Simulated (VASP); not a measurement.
**PtS2: relaxation of the atoms with PBE+D3(BJ)**

System: PtS2, a slab with vacuum.

```
CELL_PARAMETERS angstrom
3.54153 0.00000 0.00000
-1.77076 3.06705 0.00000
0.00000 0.00000 22.46706
ATOMIC_POSITIONS crystal
S 0.66667 0.33333 0.20029
S 0.33333 0.66667 0.31062
S 0.50000 0.00000 0.44849
S 0.16667 0.33333 0.55881
Pt 0.00000 0.00000 0.25565
Pt 0.83333 0.66667 0.50346
```

This cell differs from its parent crystal: layers slid over each other.

* Program: VASP 6.6.1
* Task: relaxation of the atoms
* Functional: PBE
* Dispersion: D3(BJ)
* Potentials or basis: VASP PAW PBE potentials, release 64 (S, Pt)
* Cutoff: 450 eV
* k mesh: 9 × 9 × 1
* Occupations: gaussian, width 0.05 eV
* Spin: no spin polarisation
* Dipole correction: yes
* Atoms held fixed (from 0): [0]
* Further INCAR settings: ALGO = Normal; EDIFF = 1e-07; NELMDL = -8; IBRION = 2; EDIFFG = -0.003; NSW = 40
* Atoms held along some axes (from 0): atom 1 along a and b; atom 2 along a and b; atom 3 along a and b; atom 4 along a and b; atom 5 along a and b

| Quantity | Value |
| --- | --- |
| Energy gained by relaxing | 0.3 meV/atom |
| Ionic steps | 22 |
| Band gap on the k mesh | 1.23 eV (least direct gap 1.38 eV) |
| Dispersion energy per atom | -0.324 eV |

Step by step:
| step | energy change (eV) | largest force on free atoms (eV/Å) | pressure (GPa) |
| --- | --- | --- | --- |
| 1 | 0.0000 | 0.0704 | -0.12 |
| 2 | -0.0004 | 0.0313 | -0.05 |
| 3 | -0.0005 | 0.0475 | 0.00 |
| 4 | -0.0005 | 0.0506 | 0.01 |
| 5 | -0.0006 | 0.0238 | 0.03 |
| 6 | -0.0006 | 0.0299 | 0.04 |
| 7 | -0.0007 | 0.0164 | 0.04 |
| 8 | -0.0007 | 0.0180 | 0.04 |
| 9 | -0.0007 | 0.0156 | 0.04 |
| 10 | -0.0007 | 0.0257 | 0.04 |
| 11 | -0.0007 | 0.0253 | 0.04 |
| 12 | -0.0008 | 0.0238 | 0.04 |
| 13 | -0.0008 | 0.0210 | 0.04 |
| 14 | -0.0009 | 0.0166 | 0.04 |
| 15 | -0.0011 | 0.0167 | 0.04 |
| 16 | -0.0013 | 0.0329 | 0.04 |
| 17 | -0.0014 | 0.0223 | 0.01 |
| 18 | -0.0014 | 0.0326 | -0.04 |
| 19 | -0.0014 | 0.0297 | -0.02 |
| 20 | -0.0015 | 0.0124 | -0.06 |
| 21 | -0.0015 | 0.0125 | -0.06 |
| 22 | -0.0015 | 0.0022 | -0.05 |

Final structure:
```yaml
crystal:
  lattice:
    - [3.54153, 0.00000, 0.00000]
    - [-1.77076, 3.06705, 0.00000]
    - [0.00000, 0.00000, 22.46706]
  atoms:
    - { symbol: S, position: [0.66667, 0.33333, 0.20029] }
    - { symbol: S, position: [0.33333, 0.66667, 0.31035] }
    - { symbol: S, position: [0.50000, 0.00000, 0.45145] }
    - { symbol: S, position: [0.16667, 0.33333, 0.56152] }
    - { symbol: Pt, position: [0.00000, 0.00000, 0.25550] }
    - { symbol: Pt, position: [0.83333, 0.66667, 0.50630] }
```

Levels at points of the mesh, in eV from the valence-band top:
```csv
k point,band 20,band 21,band 22,band 23,band 24,band 25
"(0.00, 0.00, 0.00)",-0.71,-0.68,-0.45,2.77,2.78,2.81
```

It took 15 min on 1 thread of AMD EPYC 9R45 96-Core Processor (Zen 5), with other jobs on the host, peak memory 0.4 GiB.

Caveat: the cell differs from its parent crystal (layers slid over each other); spin-orbit coupling is left out, which moves the levels of the heavy elements.
